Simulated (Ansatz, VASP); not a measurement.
**One calculation of BAs, two programs**

File POSCAR:

```
BAs
1.0
    0.0000000000      2.4353452264      2.4353452264
    2.4353452264      0.0000000000      2.4353452264
    2.4353452264      2.4353452264      0.0000000000
As B
1 1
Direct
    0.7500000000      0.7500000000      0.7500000000
    0.0000000000      0.0000000000      0.0000000000
```

INCAR.step1

```
PREC = Accurate
ENCUT = 520
EDIFF = 1E-5
ISMEAR = -1
SIGMA = 0.05
LREAL = False
LASPH = True
NELM = 100
ALGO = Normal
ISIF = 2
LWAVE = True
NBANDS = 11
GGA = PE
```

The input INCAR.step2:

```
PREC = Accurate
ENCUT = 520
EDIFF = 1E-7
ISMEAR = -1
SIGMA = 0.05
LREAL = False
LASPH = True
NELM = 100
ALGO = Normal
ISIF = 2
LWAVE = False
LCHARG = True
METAGGA = R2SCAN
LHFCALC = True
AEXX = 0.25
LMIXTAU = True
PRECFOCK = Normal
LELF = True
LVHAR = True
NBANDS = 11
ISTART = 1
```

Contents of KPOINTS:

```
regular mesh
0
Gamma
  5 5 5
```

input.yaml

```yaml
crystal:
  lattice:
    - [0.0, 2.4353452264, 2.4353452264]
    - [2.4353452264, 0.0, 2.4353452264]
    - [2.4353452264, 2.4353452264, 0.0]
  atoms:
    - { symbol: As, position: [0.75, 0.75, 0.75] }
    - { symbol: B, position: [0.0, 0.0, 0.0] }
hamiltonian:
  xc: r2scan0
  pseudopotentials: { kind: paw }
kpoints:
  mp_grid: { grid: [5, 5, 5] }
scf:
  occupations: { method: fermi_dirac, width: 0.05 }
output:
  forces: true
  stress: true
  eigenvalues: true
```

Alike in both runs: task single point; functional r2SCAN0; k mesh 5 × 5 × 5; occupations fermi-dirac, width 0.05 eV; no spin polarisation.

|  | VASP | Ansatz |
| --- | --- | --- |
| version | VASP 6.6.1 | Ansatz 0.2.0 |
| potentials or method | VASP PAW PBE potentials, release 64 (As, B) | Ansatz PAW |
| plane-wave cutoff (eV) | 520 | 500 |
| valence electrons in the cell | 8 | 18 |

VASP gave:

| Property | Result |
| --- | --- |
| gap on the k mesh at the Fermi level (eV) | 2.72 |
| least direct gap on the mesh (eV) | 4.83 |
| pressure (GPa) | -9.4 |

Which values does Ansatz return?

gap on the k mesh at the Fermi level (eV): 2.66; least direct gap on the mesh (eV): 4.79; pressure (GPa): -9.0.

VASP's potentials were made for PBE, not for r2SCAN0. The functional is the same, so the differences come from potentials, cutoffs and numerics. VASP's potentials hold 8 valence electrons a cell and Ansatz's 18, so a difference there can come from the potentials and not from the codes.

The k mesh is coarse, so the values compare programs but aren't converged. Noted on Ansatz's run: odd divisions of the mesh miss points on the zone boundary, where band edges often lie, so the gap on the mesh can be too wide.
